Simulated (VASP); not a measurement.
# Ta in VASP: further runs

Ta is run at these levels: PBE; tasks: single point, relaxation of cell and atoms.

All numbers are computed with VASP 6.6.1; they aren't measurements. Logs are shortened: lines on timing, memory, paths and dates and some standing lists are left out, and cuts for length are marked.

## 1. The cell of the first run

Symmetry: Im-3m, No. 229, cubic system. Conventional cell: a = 3.319 Å, b = 3.319 Å, c = 3.319 Å, α = 90.00°, β = 90.00°, γ = 90.00°. Ta (site symmetry m-3m) has 14 Ta at 2.87 to 3.32 Å within 3.8 Å.

## 2. Single point, PBE

Input file INCAR:

```
  PREC = Accurate
  ENCUT = 520
  EDIFF = 1E-6
  ISMEAR = 0
  SIGMA = 0.1
  LREAL = F
  LASPH = T
  NELM = 100
  ALGO = Normal
  ISIF = 2
  LWAVE = F
  LCHARG = F
  GGA = PE
  NBANDS = 12
```

Input file KPOINTS:

```
Automatic mesh
0
Gamma
  24 24 24
```

Input file POSCAR:

```
Ta
1.0
   -1.6594259969      1.6594259969      1.6594259969
    1.6594259969     -1.6594259969      1.6594259969
    1.6594259969      1.6594259969     -1.6594259969
Ta
1
Direct
    0.0000000000      0.0000000000      0.0000000000
```

Potentials or basis: VASP PAW PBE potentials, release 64 (Ta_pv).

Started as:

```sh
> cat potpaw_PBE.64/Ta_pv/POTCAR > POTCAR
> mpirun -np 1 vasp_std > vasp.out
```

OUTCAR:

```text
PREC = Accurate
   ENCUT = 520
   EDIFF = 1E-6
   ISMEAR = 0
   LREAL = F
   LASPH = T
   NELM = 100
   ISIF = 2
   GGA = PE

 ion  position               nearest neighbor table
   1  0.000  0.000  0.000-

  LATTYP: Found a body centered cubic cell.
 ALAT       =     3.3188519938

  Lattice vectors:

 A1 = (  -1.6594259969,   1.6594259969,   1.6594259969)
 A2 = (   1.6594259969,  -1.6594259969,   1.6594259969)
 A3 = (   1.6594259969,   1.6594259969,  -1.6594259969)

Analysis of symmetry for initial positions (statically):
=====================================================================
 Subroutine PRICEL returns:
 Original cell was already a primitive cell.

 Routine SETGRP: Setting up the symmetry group for a
 body centered cubic supercell.

 Subroutine GETGRP returns: Found 48 space group operations
 (whereof 48 operations were pure point group operations)
 out of a pool of 48 trial point group operations.

The static configuration has the point symmetry O_h .

Analysis of symmetry for dynamics (positions and initial velocities):
=====================================================================
 Subroutine PRICEL returns:
 Original cell was already a primitive cell.

 Routine SETGRP: Setting up the symmetry group for a
 body centered cubic supercell.

 Subroutine GETGRP returns: Found 48 space group operations
 (whereof 48 operations were pure point group operations)
 out of a pool of 48 trial point group operations.

The dynamic configuration has the point symmetry O_h .

 Subroutine INISYM returns: Found 48 space group operations
 (whereof 48 operations are pure point group operations),
 and found     1 'primitive' translations

----------------------------------------------------------------------------------------

                                     Primitive cell

  volume of cell :      18.2782

  direct lattice vectors                    reciprocal lattice vectors
    -1.659425997  1.659425997  1.659425997     0.000000000  0.301309007  0.301309007
     1.659425997 -1.659425997  1.659425997     0.301309007  0.000000000  0.301309007
     1.659425997  1.659425997 -1.659425997     0.301309007  0.301309007  0.000000000

  length of vectors
     2.874210138  2.874210138  2.874210138     0.426115285  0.426115285  0.426115285

  position of ions in fractional coordinates (direct lattice)
     0.000000000  0.000000000  0.000000000

  ion indices of the primitive-cell ions
   primitive index   ion index
                 1           1

----------------------------------------------------------------------------------------

 KPOINTS: Automatic mesh

Automatic generation of k-mesh.
 Grid dimensions read from file:
 generate k-points for:   24   24   24

 Generating k-lattice:

  Cartesian coordinates                     Fractional coordinates (reciprocal lattice)
     0.000000000  0.012554542  0.012554542     0.041666667  0.000000000  0.000000000
     0.012554542  0.000000000  0.012554542     0.000000000  0.041666667  0.000000000
     0.012554542  0.012554542  0.000000000     0.000000000  0.000000000  0.041666667

  Length of vectors
     0.017754804  0.017754804  0.017754804

  Shift w.r.t. Gamma in fractional coordinates (k-lattice)
     0.000000000  0.000000000  0.000000000

 Subroutine IBZKPT returns following result:
 ===========================================

 Found    413 irreducible k-points:

 Following reciprocal coordinates:
            Coordinates               Weight
  0.000000  0.000000  0.000000      1.000000
  0.041667  0.000000  0.000000     12.000000
  0.083333  0.000000  0.000000     12.000000
  0.125000  0.000000  0.000000     12.000000
  0.166667  0.000000  0.000000     12.000000
  0.208333  0.000000  0.000000     12.000000
[... 16 lines left out ...]
  0.416667  0.041667 -0.000000     48.000000
  0.458333  0.041667 -0.000000     48.000000
 [... further k-points ...]
   k-points           NKPTS =    413   k-points in BZ     NKDIM =    413   number of bands    NBANDS=     12
   number of dos      NEDOS =    301   number of ions     NIONS =      1
   total plane-waves  NPLWV =  13824
   dimension x,y,z NGX =    24 NGY =   24 NGZ =   24
   dimension x,y,z NGXF=    48 NGYF=   48 NGZF=   48
   ions per type =               1
   NGX,Y,Z   is equivalent  to a cutoff of  13.88, 13.88, 13.88 a.u.
   NGXF,Y,Z  is equivalent  to a cutoff of  27.76, 27.76, 27.76 a.u.
 SYSTEM =  unknown system
   PREC   = accura    normal or accurate (medium, high low for compatibility)
   ISTART =      0    job   : 0-new  1-cont  2-samecut
   ICHARG =      2    charge: 1-file 2-atom 10-const
   ISPIN  =      1    spin polarized calculation?
   LNONCOLLINEAR =      F non collinear calculations
   LSORBIT =      F    spin-orbit coupling
   LASPH  =      T    aspherical Exc in radial PAW
   ENCUT  =  520.0 eV  38.22 Ry    6.18 a.u.   5.34  5.34  5.34*2*pi/ulx,y,z
   NELM   =    100;   NELMIN=  2; NELMDL= -5     # of ELM steps
   EDIFF  = 0.1E-05   stopping-criterion for ELM
   LREAL  =      F    real-space projection
   EDIFFG = 0.1E-04   stopping-criterion for IOM
   NSW    =      0    number of steps for IOM
   IBRION =     -1    ionic relax: 0-MD 1-quasi-New 2-CG
   NFREE  =      0    steps in history (QN), initial steepest desc. (CG)
   ISIF   =      2    stress and relaxation
   ISYM   =      2    0-nonsym 1-usesym 2-fastsym
   POTIM  = 0.5000    time-step for ionic-motion
   TEBEG  =    0.0;   TEEND  =   0.0 temperature during run
   PSTRESS=    0.0 pullay stress
   NELECT =      11.0000    total number of electrons
   NUPDOWN=      -1.0000    fix difference up-down
   EMIN   =  10.00;   EMAX   =-10.00  energy-range for DOS
   EFERMI =   0.00;   METHOD = LEGACY
   ISMEAR =     0;   SIGMA  =   0.10  broadening in eV -4-tet -1-fermi 0-gaus
   EFERMI_NEDOS =   21; number of points for ismear=-14 and -15
   IALGO  =     38    algorithm
   IMIX   =      4    mixing-type and parameters
     AMIX     =   0.40;   BMIX     =  1.00
     AMIX_MAG =   1.60;   BMIX_MAG =  1.00
  volume/ion in A,a.u.               =      18.28       123.35
  Fermi-wavevector in a.u.,A,eV,Ry     =   1.382169  2.611921 25.992452  1.910391
  Thomas-Fermi vector in A             =   2.506885
   LORBIT       =      0    0 simple, 1 ext, 2 COOP (PROOUT), +10 PAW based schemes
   GGA     = PE    functional components
   LHFCALC =     F    Hartree Fock is set to
   AEXX    =    0.0000 exact exchange contribution
   IVDW    =     0    specifies the selected vdW correction
   LEPSILON=     F    determine dielectric tensor
   LRPA    =     F    only Hartree local field effects (RPA)
 non-spin polarized calculation
 Gauss-broadening in eV      SIGMA  =   0.10
  energy-cutoff  :      520.00
  volume of cell :       18.28
 maximum number of plane-waves:       531
 NGX is ok and might be reduce to    24
   NGX = 11   NGY = 11   NGZ = 11

 number of electron      11.0000001 magnetization

 Free energy of the ion-electron system (eV)
  ---------------------------------------------------
  ext. energy  EPLUGINS =         0.00000000
  ---------------------------------------------------
  free energy    TOTEN  =       -11.81566935 eV

  energy without entropy =      -11.80897350  energy(sigma->0) =      -11.81232143

 E-fermi :   5.3601     XC(G=0): -12.5431

 val. band max:        5.3546161960   @ k =   0.3333   0.0000   0.0000
 cond. band min:       5.3601631894   @ k =  -0.4583   0.4583   0.1250
 fundamental gap:      0.0055469933
 Fermi energy:         5.3600799957

 k-point     1 :       0.0000    0.0000    0.0000
  band No.  band energies     occupation
      1     -27.7626      2.00000
      2     -27.7626      2.00000
      3     -27.7626      2.00000
      4      -2.4918      2.00000
      5       6.1019      0.00000
      6       6.1019      0.00000
      7       6.1019      0.00000
      8       9.3231      0.00000
      9       9.3231      0.00000
     10      20.0143      0.00000
     11      20.3093      0.00000
     12      20.3093      0.00000

 k-point     2 :       0.0417    0.0000    0.0000
  band No.  band energies     occupation
      1     -27.7833      2.00000
      2     -27.7690      2.00000
      3     -27.7627      2.00000
      4      -2.4151      2.00000
      5       6.0516      0.00000
      6       6.0886      0.00000
      7       6.1767      0.00000
      8       9.2383      0.00000
      9       9.3232      0.00000
     10      20.0143      0.00000
     11      20.3796      0.00000
     12      20.4442      0.00000

 k-point     3 :       0.0833    0.0000    0.0000
  band No.  band energies     occupation
      1     -27.8437      2.00000
      2     -27.7877      2.00000
      3     -27.7630      2.00000
      4      -2.1891      2.00000
      5       5.9077      0.00000
      6       6.0383      0.00000
      7       6.3996      0.00000
      8       9.0288      0.00000
      9       9.3254      0.00000
     10      20.0141      0.00000
     11      20.5722      0.00000
     12      20.8409      0.00000
[... 286 lines left out ...]
 k-point    23 :       0.4167    0.0417   -0.0000
  band No.  band energies     occupation
      1     -28.8357      2.00000
      2     -28.1169      2.00000
      3     -27.7769      2.00000
      4       1.0996      2.00000
      5       3.9465      2.00000
      6       6.3843      0.00000
      7       9.2223      0.00000
      8      10.1674      0.00000
      9      12.5742      0.00000
     10      17.2119      0.00000
     11      17.6639      0.00000
     12      20.0226      0.00000

 k-point    24 :       0.4583    0.0417   -0.0000
  band No.  band energies     occupation
      1     -28.8699      2.00000
      2     -28.1292      2.00000
      3     -27.7771      2.00000
      4       1.1122      2.00000
      5       3.8879      2.00000
      6       6.7320      0.00000
      7       9.1742      0.00000
      8      10.2507      0.00000
      9      13.0262      0.00000
     10      16.8173      0.00000
     11      17.4015      0.00000
     12      20.0220      0.00000

 [... further k-points ...]

------------------------ aborting loop because EDIFF is reached ----------------------------------------

  FORCE on cell =-STRESS in cart. coord.  units (eV):
  Direction    XX          YY          ZZ          XY          YZ          ZX
  --------------------------------------------------------------------------------------
  -------------------------------------------------------------------------------------
  Total        0.0109245      0.0109245      0.0109245      0.0000000      0.0000000     -0.0000000
  in kB        0.9575904      0.9575904      0.9575904      0.0000000      0.0000000     -0.0000000
  external PRESSURE =       0.9575904 kB  Pullay stress =       0.0000000 kB

 VOLUME and BASIS-vectors are now :
 -----------------------------------------------------------------------------
  energy-cutoff  :      520.00
  volume of cell :       18.28
      direct lattice vectors                 reciprocal lattice vectors
    -1.659425997  1.659425997  1.659425997     0.000000000  0.301309007  0.301309007
     1.659425997 -1.659425997  1.659425997     0.301309007  0.000000000  0.301309007
     1.659425997  1.659425997 -1.659425997     0.301309007  0.301309007  0.000000000

 POSITION                                       TOTAL-FORCE (eV/Angst)
 -----------------------------------------------------------------------------------
      0.00000      0.00000      0.00000         0.000000     -0.000000      0.000000
 -----------------------------------------------------------------------------------
    total drift:                               -0.000000      0.000000      0.000000

  FREE ENERGIE OF THE ION-ELECTRON SYSTEM (eV)
  ---------------------------------------------------
  free  energy   TOTEN  =       -11.8156693546 eV

  energy  without entropy=      -11.8089735023  energy(sigma->0) =      -11.81232143
```

It took 27 s on 1 thread of Intel Xeon 6975P-C (Granite Rapids), shared host; peak memory 0.21 GiB.

Results:

```
Free energy            : -11.8157 eV
Pressure               : 0.1 GPa
Band gap on the k mesh : zero (an odd number of electrons rules out a gap without spin polarisation)
```

Caveat: spin-orbit coupling is left out, which moves the levels of the heavy elements.

## 3. Relaxation of cell and atoms, PBE

This run uses another cell than the first one, of 18.13 Å³/atom.

Input file INCAR:

```
SYSTEM = Ta
PREC = Accurate ; ENCUT = 600
EDIFF = 1E-7 ; ISMEAR = 0
SIGMA = 0.1 ; LREAL = .FALSE.
LASPH = .TRUE. ; NELM = 60
ALGO = Normal ; ISIF = 3
LWAVE = .FALSE. ; LCHARG = .FALSE.
GGA = PE ; IBRION = 2
NSW = 100 ; EDIFFG = -0.01
```

Input file KPOINTS:

```
regular mesh
0
G
  24 24 24
  0 0 0
```

Input file POSCAR:

```
Ta
1.0
   -1.6549278069      1.6549278069      1.6549278069
    1.6549278069     -1.6549278069      1.6549278069
    1.6549278069      1.6549278069     -1.6549278069
Ta
1
Direct
    0.0000000000      0.0000000000      0.0000000000
```

Potentials or basis: VASP PAW PBE potentials, release 64 (Ta_pv).

Started as:

```sh
> cat potpaw_PBE.64/Ta_pv/POTCAR > POTCAR
> mpirun -np 1 vasp_std > vasp.out
```

Run time: 41 s. Hardware: 1 thread of Intel Xeon 6975P-C (Granite Rapids), shared host; peak memory 0.23 GiB.

The run converged. Its results:

```yaml
Free_energy: -11.8159 eV
Relaxed_volume: 18.29 Å³/atom
Relaxed_cell: a = 2.875 Å, b = 2.875 Å, c = 2.875 Å, α = 109.47°, β = 109.47°, γ = 109.47°
Space_group_after_relaxing_to_0.1_Å: Im-3m (No. 229)
Energy_gained_by_relaxing: 0.9 meV/atom
Ionic_steps: 3
Pressure_after_relaxing: 0.0 GPa
Band_gap_on_the_k_mesh: zero (an odd number of electrons rules out a gap without spin polarisation)
```

Step by step:
| step | energy change (eV) | largest force (eV/Å) | pressure (GPa) | volume (Å³) |
| --- | --- | --- | --- | --- |
| 1 | 0.0000 | 0.0000 | 1.75 | 18.13 |
| 2 | 0.0034 | 0.0000 | -3.71 | 18.65 |
| 3 | -0.0009 | 0.0000 | 0.00 | 18.29 |

Final structure:
```xyz
1
Lattice="-1.6598 1.6598 1.6598 1.6598 -1.6598 1.6598 1.6598 1.6598 -1.6598" Properties=species:S:1:pos:R:3 pbc="T T T"
Ta    0.0000    0.0000    0.0000
```

Levels at points of the mesh, in eV from the Fermi level:
```csv
k point,band 3,band 4,band 5,band 6,band 7,band 8,band 9
"(0.00, 0.00, 0.00)",-33.13,-7.85,0.74,0.74,0.74,3.96,3.96
"(0.50, 0.00, 0.00)",-33.13,-4.30,-1.49,1.53,3.83,4.84,7.66
"(0.50, 0.50, 0.50)",-33.90,-3.70,-3.70,6.72,6.72,6.72,8.52
```

Caveat: spin-orbit coupling is left out, which moves the levels of the heavy elements.

## 4. Single point, PBE

This run uses another cell than the first one, of 18.33 Å³/atom.

Input file INCAR:

```
SYSTEM = Ta
PREC     = Accurate       ! precision mode
ENCUT    = 520            ! plane-wave cutoff, eV
EDIFF    = 1E-7           ! SCF threshold, eV
ISMEAR   = 0              ! smearing method
SIGMA    = 0.1            ! smearing width, eV
LREAL    = .FALSE.        ! projectors in reciprocal space
LASPH    = .TRUE.         ! aspherical terms in the spheres
NELM     = 60             ! most SCF steps
ALGO     = Fast           ! electronic algorithm
ISIF     = 2              ! what is computed and relaxed
LWAVE    = .FALSE.        ! write WAVECAR
LCHARG   = .TRUE.         ! write CHGCAR
GGA      = PE             ! functional
LELF     = .TRUE.         ! ELF
LVHAR    = .TRUE.       
NBANDS   = 12             ! bands
```

Input file KPOINTS:

```
Automatic mesh
0
G
  9 9 9
  0 0 0
```

Input file POSCAR:

```
Ta
1.0
    2.3269119475      1.3434432393      0.9773756665
   -2.3269119475      1.3434432393      0.9773756665
    0.0000000000     -2.6868864785      0.9773756665
Ta
1
Direct
    0.5000000000      0.5000000000      0.5000000000
```

Started as:

```sh
> cat potpaw_PBE.64/Ta_pv/POTCAR > POTCAR
> mpirun -np 1 vasp_std > vasp.out
```

Wall time 32 s (1 thread of Intel Xeon 8259CL, shared host); peak memory 0.15 GiB.

Results (log left out):

| Property | Result |
| --- | --- |
| Free energy | -11.7991 eV |
| Pressure | 0.1 GPa |
| Band gap on the k mesh | zero (an odd number of electrons rules out a gap without spin polarisation) |

Stress tensor (GPa, compression positive):
```
 0.15  0.00  0.00
 0.00  0.15  0.00
 0.00  0.00 -0.05
```

Levels at points of the mesh, in eV from the Fermi level:
```csv
k point,band 3,band 4,band 5,band 6,band 7,band 8,band 9,band 10
"(0.00, 0.00, 0.00)",-33.17,-7.90,0.51,0.51,0.99,3.92,3.92,14.71
```

Caveat: spin-orbit coupling is left out, which moves the levels of the heavy elements.

## 5. Relaxation of cell and atoms, PBE

Input file INCAR:

```
PREC = Accurate ; ENCUT = 600
EDIFF = 1E-6 ; ISMEAR = 0
SIGMA = 0.1 ; LREAL = False
LASPH = True ; NELM = 80
ALGO = Normal ; ISIF = 3
LWAVE = False ; LCHARG = False
GGA = PE ; IBRION = 2
NSW = 90 ; EDIFFG = -0.04
```

Input file KPOINTS:

```
Automatic mesh
0
Gamma
  9 9 9
```

Input file POSCAR:

```
Ta
1.0
    2.3178175691      1.3381925975      0.9813930041
   -2.3178175691      1.3381925975      0.9813930041
    0.0000000000     -2.6763851949      0.9813930041
Ta
1
Direct
    0.5000000000      0.5000000000      0.5000000000
```

Started as:

```sh
> cat potpaw_PBE.64/Ta_pv/POTCAR > POTCAR
> mpirun -np 1 vasp_std > vasp.out
```

Run time: 49 s. Hardware: 1 thread of Intel Xeon 8259CL, shared host; peak memory 0.15 GiB.

Results (log left out):

```yaml
Free_energy: -11.7994 eV
Relaxed_volume: 18.34 Å³/atom
Relaxed_cell: a = 2.860 Å, b = 2.860 Å, c = 2.860 Å, α = 108.97°, β = 108.97°, γ = 108.97°
Space_group_after_relaxing_to_0.1_Å: Im-3m (No. 229)
Energy_gained_by_relaxing: 0.7 meV/atom
Ionic_steps: 4
Pressure_after_relaxing: 0.0 GPa
Band_gap_on_the_k_mesh: zero (an odd number of electrons rules out a gap without spin polarisation)
```

The path:
| step | energy change (eV) | largest force (eV/Å) | pressure (GPa) | volume (Å³) |
| --- | --- | --- | --- | --- |
| 1 | 0.0000 | 0.0000 | 0.83 | 18.26 |
| 2 | 0.0003 | 0.0000 | -1.74 | 18.52 |
| 3 | -0.0005 | 0.0000 | -0.31 | 18.37 |
| 4 | -0.0007 | 0.0000 | 0.04 | 18.34 |

Final structure:
```cif
data_structure
_symmetry_space_group_name_H-M 'P 1'
_symmetry_Int_Tables_number 1
_cell_length_a 2.8600
_cell_length_b 2.8600
_cell_length_c 2.8600
_cell_angle_alpha 108.966
_cell_angle_beta 108.966
_cell_angle_gamma 108.966
_cell_volume 18.34
loop_
_atom_site_label
_atom_site_type_symbol
_atom_site_fract_x
_atom_site_fract_y
_atom_site_fract_z
_atom_site_occupancy
Ta1 Ta 0.50000 0.50000 0.50000 1
```

Levels at points of the mesh, in eV from the Fermi level:
| k point | band 2 | band 3 | band 4 | band 5 | band 6 | band 7 | band 8 | band 9 |
| --- | --- | --- | --- | --- | --- | --- | --- | --- |
| (0.00, 0.00, 0.00) | -33.17 | -33.17 | -7.90 | 0.52 | 0.52 | 0.98 | 3.91 | 3.91 |

Caveat: spin-orbit coupling is left out, which moves the levels of the heavy elements.

(Part 1 of 2 ends here.)
